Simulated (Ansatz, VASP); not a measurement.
**KTaO3 in VASP and in Ansatz**

Contents of POSCAR:

```
KTaO3
1.0
    3.9883000000      0.0000000000      0.0000000000
    0.0000000000      3.9883000000      0.0000000000
    0.0000000000      0.0000000000      3.9883000000
K Ta O
1 1 3
Direct
    0.5000000000      0.5000000000      0.5000000000
   -0.0282075070      0.0000000000      0.0000000000
    0.5000000000      0.0000000000      0.0000000000
    0.0000000000      0.5000000000      0.0000000000
    0.0000000000      0.0000000000      0.5000000000
```

Contents of INCAR.step1:

```
PREC = Accurate
ENCUT = 520
ISMEAR = 0
SIGMA = 0.05
LREAL = False
LASPH = True
NELM = 80
NBANDS = 27
GGA = PE
ALGO = Normal
EDIFF = 1E-4
LWAVE = True
LCHARG = False
```

Contents of INCAR.step2:

```
PREC = Accurate
ENCUT = 520
EDIFF = 1E-6
ISMEAR = 0
SIGMA = 0.05
LREAL = False
LASPH = True
NELM = 80
ALGO = Normal
ISIF = 2
LWAVE = False
LCHARG = False
METAGGA = R2SCAN
LMIXTAU = True
NBANDS = 27
ISTART = 1
```

KPOINTS

```
regular mesh
0
Gamma
  6 6 6
```

Input for Ansatz:

```yaml
crystal:
  lattice:
    - [3.9883, 0.0, 0.0]
    - [0.0, 3.9883, 0.0]
    - [0.0, 0.0, 3.9883]
  atoms:
    - { symbol: K, position: [0.5, 0.5, 0.5] }
    - { symbol: Ta, position: [-0.028207507, 0.0, 0.0] }
    - { symbol: O, position: [0.5, 0.0, 0.0] }
    - { symbol: O, position: [0.0, 0.5, 0.0] }
    - { symbol: O, position: [0.0, 0.0, 0.5] }
basis:
  ecutwfc: 500
kpoints:
  mp_grid: { grid: [6, 6, 6] }
hamiltonian:
  xc: r2scan
scf:
  occupations: { method: gaussian, width: 0.05 }
output:
  forces: true
  stress: true
  eigenvalues: true
```

Change from the starting cell: all Ta atoms moved +0.113 Å, as atom 2 towards its neighbour atom 3 (O) at 1.994 Å.

Alike in both runs: task single point; functional r2SCAN; k mesh 6 × 6 × 6; occupations gaussian, width 0.05 eV; no spin polarisation.

```csv
,VASP,Ansatz
version,VASP 6.6.1,Ansatz 0.2.0
potentials or method,"VASP PAW PBE potentials, release 64 (K_sv, Ta_pv, O), cutoff 520 eV","scalar-relativistic, plane waves, PAW"
valence electrons in the cell,38,40
```

VASP gave:

| Item | Value |
| --- | --- |
| gap on the k mesh at the Fermi level (eV) | 2.60 |
| least direct gap on the mesh (eV) | 3.39 |
| pressure (GPa) | 2.4 |
| traceless stress, the component that is largest in VASP (GPa) | 2.86 |
| rms of the force components (eV/Å) | 0.217 |

Q: What did Ansatz give for the same quantities?

A: gap on the k mesh at the Fermi level (eV): 2.63; least direct gap on the mesh (eV): 3.41; pressure (GPa): 1.4; traceless stress, the component that is largest in VASP (GPa): 2.71; rms of the force components (eV/Å): 0.182.

VASP's potentials were made for PBE, not for r2SCAN. Atom by atom the forces differ by 0.040 eV/Å (rms over components). VASP's potentials hold 38 valence electrons a cell and Ansatz's 40, so a difference there can come from the potentials and not from the codes.

Spin-orbit coupling is off throughout.
